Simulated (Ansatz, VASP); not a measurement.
Two plane-wave programs on Bi

```
Bi
1.0
     2.26672    1.30869    3.87544
    -2.26672    1.30869    3.87544
     0.00000   -2.61738    3.87544
Bi
2
Direct
  0.23788 0.23788 0.23788
  0.76212 0.76212 0.76212
```

Alike in both runs: functional PBE; dispersion D3(BJ); k mesh 12 × 12 × 12; occupations fermi-dirac, width 0.15 eV; no spin polarisation.

Ansatz relaxed the structure, and its values are those at the end. VASP's run is a single point on that final structure, the one shown.

|  | VASP | Ansatz |
| --- | --- | --- |
| version | VASP 6.6.1 | Ansatz 0.2.0 |
| potentials or method | VASP PAW PBE potentials, release 64 (Bi_d), cutoff 520 eV | scalar-relativistic, plane waves, PAW |
| valence electrons in the cell | 30 | 30 |

VASP gave:

```
gap on the k mesh at the Fermi level (eV) : none
pressure (GPa)                            : 0.0
rms of the force components (eV/Å)        : 0.004
```

Question: Estimate Ansatz's values.

Answer: gap on the k mesh at the Fermi level (eV): none; pressure (GPa): 0.0; rms of the force components (eV/Å): 0.000.

A gap of «none» marks a metal or a gap that the smearing closes.

Spin-orbit coupling is off throughout.
